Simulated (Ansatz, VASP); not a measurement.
**Sr2AlO in VASP and in Ansatz**

```
Sr Al O
1.0
     5.65079    0.00000    0.00000
    -2.82539    4.89373    0.00000
     0.00000    0.00000    3.66201
Sr Al O
2 1 1
Direct
  0.33333 0.66667 0.50000
  0.66667 0.33333 0.50000
  0.00000 0.00000 0.00000
  0.00000 0.00000 0.50000
```

Alike in both runs: task relaxation of cell and atoms; functional PBE; k mesh 6 × 6 × 6; occupations gaussian, width 0.1 eV; no spin polarisation.

```csv
,VASP,Ansatz
version,VASP 6.6.1,Ansatz 0.2.0
potentials or method,"VASP PAW PBE potentials, release 64 (Sr_sv, Al, O), cutoff 600 eV","scalar-relativistic, plane waves, PAW"
valence electrons in the cell,29,29
```

VASP gave:

* gap on the k mesh at the Fermi level, each at its own relaxed structure (eV): none
* relaxed volume (Å³/atom): 25.14
* relaxed cell length with the largest relative difference (Å): 3.648

**Question.** What did Ansatz give for the same quantities?

**Answer.** gap on the k mesh at the Fermi level, each at its own relaxed structure (eV): none; relaxed volume (Å³/atom): 25.18; relaxed cell length with the largest relative difference (Å): 3.658.

A gap of «none» marks a metal or a gap that the smearing closes.
